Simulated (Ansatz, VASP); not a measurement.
## Two plane-wave programs on CdS

```
Cd S
1.0
     4.40853    0.00000    0.00000
    -2.20426    3.81790    0.00000
     0.00000    0.00000    5.74812
Cd S
2 2
Direct
  0.33333 0.66667 0.25000
  0.66667 0.33333 0.75000
  0.66667 0.33333 0.25000
  0.33333 0.66667 0.75000
```

Alike in both runs: task single point; functional PBE; k mesh 6 × 6 × 4; no spin polarisation.

|  | VASP | Ansatz |
| --- | --- | --- |
| version | VASP 6.6.1 | Ansatz 0.2.0 |
| potentials or method | VASP PAW PBE potentials, release 64 (Cd, S) | plane waves, PAW |
| plane-wave cutoff (eV) | 520 | 420 |
| occupations | gaussian, width 0.01 eV | fixed |
| valence electrons in the cell | 36 | 52 |

VASP gave:

* gap on the k mesh at the Fermi level (eV): 0.99

Task: Which values does Ansatz return?

Result: gap on the k mesh at the Fermi level (eV): 1.00.

VASP's potentials hold 36 valence electrons a cell and Ansatz's 52, so a difference there can come from the potentials and not from the codes.
